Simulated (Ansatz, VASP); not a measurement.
## Two plane-wave programs on Pd3PbC

```
Pd Pb C
1.0
     4.21487    0.00000    0.00000
     0.00000    4.21487    0.00000
     0.00000    0.00000    4.21487
Pd Pb C
3 1 1
Direct
  0.00000 0.50000 0.50000
  0.50000 0.50000 0.00000
  0.50000 0.00000 0.50000
  0.00000 0.00000 0.00000
  0.50000 0.50000 0.50000
```

Alike in both runs: functional revPBE; dispersion D3(BJ); k mesh 6 × 6 × 6; no spin polarisation.

Ansatz relaxed the structure, and its values are those at the end. VASP's run is a single point on that final structure, the one shown.

|  | VASP | Ansatz |
| --- | --- | --- |
| version | VASP 6.6.1 | Ansatz 0.2.0 |
| potentials or method | VASP PAW PBE potentials, release 64 (Pd, Pb_d, C), cutoff 520 eV | plane waves, PAW |
| occupations | methfessel-paxton of order 1, width 0.1 eV | cold, width 0.1 eV |
| valence electrons in the cell | 48 | 72 |

Ansatz gave:

| Quantity | Value |
| --- | --- |
| pressure (GPa) | 0.0 |

Task: Which values does VASP return?

Result: Pressure (GPa): 0.1.

VASP's potentials were made for PBE, not for revPBE. VASP's potentials hold 48 valence electrons a cell and Ansatz's 72, so a difference there can come from the potentials and not from the codes.

Spin-orbit coupling is off throughout.
